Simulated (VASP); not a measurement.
# GaP (rocksalt type) (Fm-3m) in VASP: further runs

GaP (rocksalt type) is run at these levels: PBE; tasks: single point.

Program: VASP 6.6.1. These are calculated values, not measurements. Logs are shortened: lines on timing, memory, paths and dates and some standing lists are left out, and cuts for length are marked.

**1. The cell of the first run**

Symmetry: Fm-3m, No. 225, cubic system. The conventional cell has a = 4.228 Å, b = 4.228 Å, c = 4.228 Å, α = 90.00°, β = 90.00°, γ = 90.00°. Within 2.8 Å of Ga (site symmetry m-3m) lie 6 P at 2.11 Å. P (site symmetry m-3m) has 6 Ga at 2.11 Å within 2.8 Å.

**2. Single point, PBE (9.45 Å³/atom)**

File POSCAR:

```
GaP
1.0
    0.0000000000      2.1139017420      2.1139017420
    2.1139017420      0.0000000000      2.1139017420
    2.1139017420      2.1139017420      0.0000000000
Ga P
1 1
Direct
    0.0000000000      0.0000000000      0.0000000000
    0.5000000000      0.5000000000      0.5000000000
```

File INCAR.step1:

```
PREC     = Accurate       # precision mode
ENCUT    = 520            # plane-wave cutoff, eV
EDIFF    = 1E-6           # SCF threshold, eV
ISMEAR   = -1             # smearing method
SIGMA    = 0.1            # smearing width, eV
LREAL    = False          # projectors in reciprocal space
LASPH    = True           # aspherical terms in the spheres
NELM     = 80             # most SCF steps
ALGO     = Normal         # electronic algorithm
ISIF     = 2              # what is computed and relaxed
LWAVE    = False          # write WAVECAR
LCHARG   = True           # write CHGCAR
GGA      = PE             # functional
NBANDS   = 16             # bands
```

File KPOINTS.step1:

```
Automatic mesh
0
Gamma
  14 14 14
```

File INCAR.step2:

```
PREC     = Accurate       # precision mode
ENCUT    = 520            # plane-wave cutoff, eV
EDIFF    = 1E-6           # SCF threshold, eV
ISMEAR   = -5             # smearing method
SIGMA    = 0.1            # smearing width, eV
LREAL    = False          # projectors in reciprocal space
LASPH    = True           # aspherical terms in the spheres
NELM     = 80             # most SCF steps
ALGO     = Normal         # electronic algorithm
ISIF     = 2              # what is computed and relaxed
LWAVE    = False          # write WAVECAR
LCHARG   = False          # write CHGCAR
GGA      = PE             # functional
LORBIT   = 11             # projections on sites
NBANDS   = 16             # bands
NEDOS    = 2001           # points of the DOS
ICHARG   = 11             # starting density
```

File KPOINTS.step2:

```
Automatic mesh
0
Gamma
  21 21 21
```

Potentials or basis: VASP PAW PBE potentials, release 64 (Ga_d, P).

Started as:

```sh
> cat potpaw_PBE.64/Ga_d/POTCAR potpaw_PBE.64/P/POTCAR > POTCAR
> cp INCAR.step1 INCAR
> cp KPOINTS.step1 KPOINTS
> mpirun -np 1 vasp_std > vasp.out
> cp INCAR.step2 INCAR
> cp KPOINTS.step2 KPOINTS
> mpirun -np 1 vasp_std > vasp.out
```

OUTCAR:

```text
PREC = Accurate
   ENCUT = 520
   EDIFF = 1E-6
   ISMEAR = -5
   LREAL = False
   LASPH = True
   NELM = 80
   ISIF = 2
   GGA = PE
   LORBIT = 11
   ICHARG = 11

 ion  position               nearest neighbor table
   1  0.000  0.000  0.000-   2 2.11   2 2.11   2 2.11   2 2.11   2 2.11   2 2.11
   2  0.500  0.500  0.500-   1 2.11   1 2.11   1 2.11   1 2.11   1 2.11   1 2.11

  LATTYP: Found a face centered cubic cell.
 ALAT       =     4.2278034840

  Lattice vectors:

 A1 = (   0.0000000000,   2.1139017420,   2.1139017420)
 A2 = (   2.1139017420,   0.0000000000,   2.1139017420)
 A3 = (   2.1139017420,   2.1139017420,   0.0000000000)

Analysis of symmetry for initial positions (statically):
=====================================================================
 Subroutine PRICEL returns:
 Original cell was already a primitive cell.

 Routine SETGRP: Setting up the symmetry group for a
 face centered cubic supercell.

 Subroutine GETGRP returns: Found 48 space group operations
 (whereof 48 operations were pure point group operations)
 out of a pool of 48 trial point group operations.

The static configuration has the point symmetry O_h .

Analysis of symmetry for dynamics (positions and initial velocities):
=====================================================================
 Subroutine PRICEL returns:
 Original cell was already a primitive cell.

 Routine SETGRP: Setting up the symmetry group for a
 face centered cubic supercell.

 Subroutine GETGRP returns: Found 48 space group operations
 (whereof 48 operations were pure point group operations)
 out of a pool of 48 trial point group operations.

The dynamic configuration has the point symmetry O_h .

 Subroutine INISYM returns: Found 48 space group operations
 (whereof 48 operations are pure point group operations),
 and found     1 'primitive' translations

----------------------------------------------------------------------------------------

                                     Primitive cell

  volume of cell :      18.8923

  direct lattice vectors                    reciprocal lattice vectors
     0.000000000  2.113901742  2.113901742    -0.236529442  0.236529442  0.236529442
     2.113901742  0.000000000  2.113901742     0.236529442 -0.236529442  0.236529442
     2.113901742  2.113901742  0.000000000     0.236529442  0.236529442 -0.236529442

  length of vectors
     2.989508513  2.989508513  2.989508513     0.409681011  0.409681011  0.409681011

  position of ions in fractional coordinates (direct lattice)
     0.000000000  0.000000000  0.000000000
     0.500000000  0.500000000  0.500000000

  ion indices of the primitive-cell ions
   primitive index   ion index
                 1           1
                 2           2

----------------------------------------------------------------------------------------

 KPOINTS: Automatic mesh

Automatic generation of k-mesh.
 Grid dimensions read from file:
 generate k-points for:   21   21   21

 Generating k-lattice:

  Cartesian coordinates                     Fractional coordinates (reciprocal lattice)
    -0.011263307  0.011263307  0.011263307     0.047619048  0.000000000  0.000000000
     0.011263307 -0.011263307  0.011263307     0.000000000  0.047619048  0.000000000
     0.011263307  0.011263307 -0.011263307     0.000000000  0.000000000  0.047619048

  Length of vectors
     0.019508620  0.019508620  0.019508620

  Shift w.r.t. Gamma in fractional coordinates (k-lattice)
     0.000000000  0.000000000  0.000000000

 TETIRR: Found   1276 inequivalent tetrahedra from    55566

 Subroutine IBZKPT returns following result:
 ===========================================

 Found    286 irreducible k-points:

 Following reciprocal coordinates:
            Coordinates               Weight
  0.000000  0.000000  0.000000      1.000000
  0.047619  0.000000  0.000000      8.000000
  0.095238  0.000000  0.000000      8.000000
  0.142857  0.000000  0.000000      8.000000
  0.190476  0.000000  0.000000      8.000000
  0.238095  0.000000  0.000000      8.000000
[... 16 lines left out ...]
 -0.428571  0.047619  0.000000     24.000000
 -0.380952  0.047619  0.000000     24.000000
 [... further k-points ...]
   k-points           NKPTS =    286   k-points in BZ     NKDIM =    286   number of bands    NBANDS=     16
   number of dos      NEDOS =   2001   number of ions     NIONS =      2
   total plane-waves  NPLWV =  13824
   dimension x,y,z NGX =    24 NGY =   24 NGZ =   24
   dimension x,y,z NGXF=    48 NGYF=   48 NGZF=   48
   ions per type =               1   1
   NGX,Y,Z   is equivalent  to a cutoff of  13.35, 13.35, 13.35 a.u.
   NGXF,Y,Z  is equivalent  to a cutoff of  26.69, 26.69, 26.69 a.u.
 SYSTEM =  unknown system
   PREC   = accura    normal or accurate (medium, high low for compatibility)
   ISTART =      0    job   : 0-new  1-cont  2-samecut
   ICHARG =     11    charge: 1-file 2-atom 10-const
   ISPIN  =      1    spin polarized calculation?
   LNONCOLLINEAR =      F non collinear calculations
   LSORBIT =      F    spin-orbit coupling
   LASPH  =      T    aspherical Exc in radial PAW
   ENCUT  =  520.0 eV  38.22 Ry    6.18 a.u.   5.56  5.56  5.56*2*pi/ulx,y,z
   NELM   =     80;   NELMIN=  2; NELMDL=  0     # of ELM steps
   EDIFF  = 0.1E-05   stopping-criterion for ELM
   LREAL  =      F    real-space projection
   EDIFFG = 0.1E-04   stopping-criterion for IOM
   NSW    =      0    number of steps for IOM
   IBRION =     -1    ionic relax: 0-MD 1-quasi-New 2-CG
   NFREE  =      0    steps in history (QN), initial steepest desc. (CG)
   ISIF   =      2    stress and relaxation
   ISYM   =      2    0-nonsym 1-usesym 2-fastsym
   POTIM  = 0.5000    time-step for ionic-motion
   TEBEG  =    0.0;   TEEND  =   0.0 temperature during run
   PSTRESS=    0.0 pullay stress
   NELECT =      18.0000    total number of electrons
   NUPDOWN=      -1.0000    fix difference up-down
   EMIN   =  10.00;   EMAX   =-10.00  energy-range for DOS
   EFERMI =   0.00;   METHOD = LEGACY
   ISMEAR =    -5;   SIGMA  =   0.10  broadening in eV -4-tet -1-fermi 0-gaus
   EFERMI_NEDOS =   21; number of points for ismear=-14 and -15
   IALGO  =     38    algorithm
   IMIX   =      4    mixing-type and parameters
     AMIX     =   0.40;   BMIX     =  1.00
     AMIX_MAG =   1.60;   BMIX_MAG =  1.00
  volume/ion in A,a.u.               =       9.45        63.75
  Fermi-wavevector in a.u.,A,eV,Ry     =   1.610908  3.044176 35.307475  2.595026
  Thomas-Fermi vector in A             =   2.706383
   LORBIT       =     11    0 simple, 1 ext, 2 COOP (PROOUT), +10 PAW based schemes
   GGA     = PE    functional components
   LHFCALC =     F    Hartree Fock is set to
   AEXX    =    0.0000 exact exchange contribution
   IVDW    =     0    specifies the selected vdW correction
   LEPSILON=     F    determine dielectric tensor
   LRPA    =     F    only Hartree local field effects (RPA)
 non-spin polarized calculation
 Fermi weights with tetrahedron method with Bloechl corrections
  energy-cutoff  :      520.00
  volume of cell :       18.89
 maximum number of plane-waves:       532

 number of electron      18.0000010 magnetization

 Free energy of the ion-electron system (eV)
  ---------------------------------------------------
  ext. energy  EPLUGINS =         0.00000000
  ---------------------------------------------------
  free energy    TOTEN  =        -2.74767930 eV

  energy without entropy =       -2.74767930  energy(sigma->0) =       -2.74767930

 E-fermi :  15.7583     XC(G=0): -14.0880

 val. band max:       16.0211088388   @ k =   0.4762   0.0000   0.0000
 cond. band min:      15.6617172621   @ k =  -0.4762   0.2857   0.0000
 fundamental gap:     -0.3593915767
 Fermi energy:        15.7582591718

 k-point     1 :       0.0000    0.0000    0.0000
  band No.  band energies     occupation
      1      -4.4124      2.00000
      2      -1.0117      2.00000
      3      -1.0117      2.00000
      4      -0.9390      2.00000
      5      -0.9390      2.00000
      6      -0.9390      2.00000
[... 8 lines left out ...]
     15      27.0577      0.00000
     16      27.0577      0.00000

 k-point     2 :       0.0476    0.0000    0.0000
  band No.  band energies     occupation
      1      -4.3567      2.00000
      2      -1.0150      2.00000
      3      -1.0150      2.00000
      4      -0.9416      2.00000
      5      -0.9343      2.00000
      6      -0.9342      2.00000
[... 8 lines left out ...]
     15      26.1777      0.00000
     16      26.4997      0.00000

 k-point     3 :       0.0952    0.0000    0.0000
  band No.  band energies     occupation
      1      -4.1900      2.00000
      2      -1.0270      2.00000
      3      -1.0270      2.00000
      4      -0.9489      2.00000
      5      -0.9182      2.00000
      6      -0.9182      2.00000
[... 8 lines left out ...]
     15      26.6598      0.00000
     16      27.3076      0.00000

 k-point     4 :       0.1429    0.0000    0.0000
  band No.  band energies     occupation
      1      -3.9145      2.00000
      2      -1.0487      2.00000
      3      -1.0487      2.00000
      4      -0.9586      2.00000
      5      -0.8900      2.00000
      6      -0.8900      2.00000
[... 8 lines left out ...]
     15      27.2599      0.00000
     16      27.4213      0.00000

 k-point     5 :       0.1905    0.0000    0.0000
  band No.  band energies     occupation
      1      -3.5342      2.00000
      2      -1.0781      2.00000
      3      -1.0781      2.00000
      4      -0.9666      2.00000
      5      -0.8518      2.00000
      6      -0.8518      2.00000
[... 8 lines left out ...]
     15      26.8752      0.00000
     16      28.3284      0.00000

 k-point     6 :       0.2381    0.0000    0.0000
  band No.  band energies     occupation
      1      -3.0583      2.00000
      2      -1.1119      2.00000
      3      -1.1119      2.00000
      4      -0.9646      2.00000
      5      -0.8076      2.00000
      6      -0.8076      2.00000
[... 8 lines left out ...]
     15      26.4444      0.00000
     16      29.3742      0.00000
[... 267 lines left out ...]
 k-point    21 :       0.4762    0.0476    0.0000
  band No.  band energies     occupation
      1      -1.3644      2.00000
      2      -1.2595      2.00000
      3      -1.2241      2.00000
      4      -0.6759      2.00000
      5      -0.6388      2.00000
      6       0.7357      2.00000
[... 8 lines left out ...]
     15      30.1978      0.00000
     16      35.2701      0.00000

 k-point    22 :      -0.4762    0.0476    0.0000
  band No.  band energies     occupation
      1      -1.3471      2.00000
      2      -1.2632      2.00000
      3      -1.2318      2.00000
      4      -0.6650      2.00000
      5      -0.6390      2.00000
      6       1.0043      2.00000
[... 8 lines left out ...]
     15      30.0026      0.00000
     16      35.5759      0.00000

 k-point    23 :      -0.4286    0.0476    0.0000
  band No.  band energies     occupation
      1      -1.3768      2.00000
      2      -1.2481      2.00000
      3      -1.2293      2.00000
      4      -0.6741      2.00000
      5      -0.6532      2.00000
      6       0.5235      2.00000
[... 8 lines left out ...]
     15      29.7622      0.00000
     16      34.9332      0.00000

 k-point    24 :      -0.3810    0.0476    0.0000
  band No.  band energies     occupation
      1      -1.4829      2.00000
      2      -1.2217      2.00000
      3      -1.2168      2.00000
      4      -0.7094      2.00000
      5      -0.6799      2.00000
      6      -0.1446      2.00000
[... 8 lines left out ...]
     15      29.0038      0.00000
     16      33.8250      0.00000

 [... further k-points ...]

------------------------ aborting loop because EDIFF is reached ----------------------------------------

  FORCE on cell =-STRESS in cart. coord.  units (eV):
  Direction    XX          YY          ZZ          XY          YZ          ZX
  --------------------------------------------------------------------------------------
  -------------------------------------------------------------------------------------
  Total       23.1020095     23.1020095     23.1020095     -0.0000000     -0.0000000      0.0000000
  in kB     1959.1872942   1959.1872942   1959.1872942     -0.0000000     -0.0000000      0.0000000
  external PRESSURE =    1959.1872942 kB  Pullay stress =       0.0000000 kB

 VOLUME and BASIS-vectors are now :
 -----------------------------------------------------------------------------
  energy-cutoff  :      520.00
  volume of cell :       18.89
      direct lattice vectors                 reciprocal lattice vectors
     0.000000000  2.113901742  2.113901742    -0.236529442  0.236529442  0.236529442
     2.113901742  0.000000000  2.113901742     0.236529442 -0.236529442  0.236529442
     2.113901742  2.113901742  0.000000000     0.236529442  0.236529442 -0.236529442

 POSITION                                       TOTAL-FORCE (eV/Angst)
 -----------------------------------------------------------------------------------
      0.00000      0.00000      0.00000         0.000000      0.000000      0.000000
      2.11390      2.11390      2.11390         0.000000      0.000000     -0.000000
 -----------------------------------------------------------------------------------
    total drift:                                0.000000     -0.000000     -0.000000

  FREE ENERGIE OF THE ION-ELECTRON SYSTEM (eV)
  ---------------------------------------------------
  free  energy   TOTEN  =        -2.7476792967 eV

  energy  without entropy=       -2.7476792967  energy(sigma->0) =       -2.74767930

 total charge

# of ion       s       p       d       tot
------------------------------------------
    1        1.030   1.474  10.323  12.827
    2        1.083   1.826   0.000   2.909
--------------------------------------------------
tot          2.114   3.299  10.323  15.736
```

Wall time 1.9 min (1 thread of AMD EPYC 7R13, shared host); peak memory 0.18 GiB.

What came out:

- Valence electrons inside the program's atomic spheres: Ga 12.83; P 2.91

Levels at points of the mesh, in eV from the Fermi level:
```csv
k point,band 6,band 7,band 8,band 9,band 10,band 11,band 12,band 13
"(0.00, 0.00, 0.00)",-16.70,-0.19,-0.19,-0.19,6.27,6.27,6.27,10.20
```

Caveat: tetrahedron occupations give inexact forces and stress in metals.

(Part 1 of 2 ends here.)
